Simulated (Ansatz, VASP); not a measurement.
Si4GePt in VASP and in Ansatz

```
CELL_PARAMETERS angstrom
0.00000 3.64293 3.64293
3.64293 0.00000 3.64293
3.64293 3.64293 0.00000
ATOMIC_POSITIONS crystal
Si 0.87487 0.37538 0.87487
Si 0.37538 0.87487 0.87487
Si 0.87487 0.87487 0.87487
Si 0.87487 0.87487 0.37538
Ge 0.50000 0.50000 0.50000
Pt 0.25000 0.25000 0.25000
```

Change from the starting cell: species swapped into the SmYCo4 type (F-43m, No. 216).

Alike in both runs: task relaxation of cell and atoms; functional PBE; k mesh 10 × 10 × 10; occupations gaussian, width 0.1 eV; no spin polarisation.

|  | VASP | Ansatz |
| --- | --- | --- |
| version | VASP 6.6.1 | Ansatz 0.2.0 |
| potentials or method | VASP PAW PBE potentials, release 64 (Si, Ge_d, Pt), cutoff 600 eV | scalar-relativistic, plane waves, PAW |
| valence electrons in the cell | 40 | 48 |

|  | VASP | Ansatz | Ansatz less VASP |
| --- | --- | --- | --- |
| gap on the k mesh at the Fermi level, each at its own relaxed structure (eV) | none | none | - |
| relaxed volume (Å³/atom) | 15.94 | 15.94 | +0.004 |
| relaxed cell length with the largest relative difference (Å) | 5.133 | 5.133 | +0.0005 |

A gap of «none» marks a metal or a gap that the smearing closes. VASP's potentials hold 40 valence electrons a cell and Ansatz's 48, so a difference there can come from the potentials and not from the codes.

Spin-orbit coupling is off throughout.
